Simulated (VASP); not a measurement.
Write the native input for VASP 6.6.1 that does the following.

* Task: single point
* Functional: PBEsol
* Potentials or basis: VASP PAW PBE potentials, release 64 (Zr_sv, Sn_d, Te)
* Cutoff: 500 eV
* k mesh: 6 × 6 × 3
* Occupations: fermi-dirac, width 0.05 eV
* Spin: no spin polarisation
* Dipole correction: no
* Further INCAR settings: ALGO = Normal; EDIFF = 1e-06; NBANDS = 41

The structure of ZrSnTe lies in POSCAR:

```
ZrSnTe
1.0
    4.0695809970      0.0000000000      0.0000000000
    0.0000000000      4.0695809970      0.0000000000
    0.0000000000      0.0000000000      8.7268698743
Zr Sn Te
2 2 2
Direct
    0.5000000000      0.0000000000      0.2635650000
    0.0000000000      0.5000000000      0.7364350000
    0.0000000000      0.0000000000      0.0000000000
    0.5000000000      0.5000000000      0.0000000000
    0.5000000000      0.0000000000      0.6194130000
    0.0000000000      0.5000000000      0.3805870000
```

The input as run:

INCAR

```
PREC = Accurate
ENCUT = 500
EDIFF = 1E-6
ISMEAR = -1
SIGMA = 0.05
LREAL = False
LASPH = True
NELM = 120
ALGO = Normal
ISIF = 2
LWAVE = False
LCHARG = False
GGA = PS
NBANDS = 41
GGA_COMPAT = False
```

KPOINTS

```
Automatic mesh
0
Gamma
  6 6 3
```

Potentials or basis: VASP PAW PBE potentials, release 64 (Zr_sv, Sn_d, Te).

The run is started by

```bash
$ cat potpaw_PBE.64/Zr_sv/POTCAR potpaw_PBE.64/Sn_d/POTCAR potpaw_PBE.64/Te/POTCAR > POTCAR
$ mpirun -np 1 vasp_std > vasp.out
```

Results of the run:

The pressure is -1.5 GPa and the largest force is 0.062 eV/Å.

Caveat: the PAW data sets were made with another functional, which shifts forces and pressure a little.

Run time: 3.1 min on 1 thread of Intel Xeon 8259CL (shared host), peak memory 0.29 GiB.
